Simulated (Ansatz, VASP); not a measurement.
AlN in VASP and in Ansatz

```xyz
8
Lattice="-1.6378 2.8368 0.0000 0.0000 0.0000 4.1006 4.9135 2.8368 0.0000" Properties=species:S:1:pos:R:3 pbc="T T T"
Al   -0.2480    2.1392    3.0755
Al    1.6378    4.7280    3.0755
Al    1.6378    0.9456    1.0252
Al    3.2757    3.7824    1.0252
N     0.0000    1.8912    1.0252
N     1.6378    4.7280    1.0252
N     1.6378    0.9456    3.0755
N     3.2757    3.7824    3.0755
```

Alike in both runs: task single point; functional LDA; k mesh 8 × 6 × 4; occupations gaussian, width 0.05 eV; no spin polarisation.

|  | VASP | Ansatz |
| --- | --- | --- |
| version | VASP 6.6.1 | Ansatz 0.2.0 |
| potentials or method | VASP PAW LDA potentials, release 64 (Al, N), cutoff 520 eV | scalar-relativistic, plane waves, PAW |
| valence electrons in the cell | 32 | 32 |

Ansatz gave:

- gap on the k mesh at the Fermi level (eV): 3.32
- least direct gap on the mesh (eV): 3.32
- pressure (GPa): 4.4
- traceless stress, the component that is largest in VASP (GPa): 9.47
- rms of the force components (eV/Å): 1.501

Question: What did VASP give for the same quantities?

Answer: gap on the k mesh at the Fermi level (eV): 3.32; least direct gap on the mesh (eV): 3.32; pressure (GPa): 5.1; traceless stress, the component that is largest in VASP (GPa): 9.82; rms of the force components (eV/Å): 1.533.

Ansatz warns that its potentials were made for another functional, while VASP's fit it. LDA's correlation is that of Perdew and Zunger in VASP and of Perdew and Wang (1992) in Ansatz. Atom by atom the forces differ by 0.033 eV/Å (rms over components).
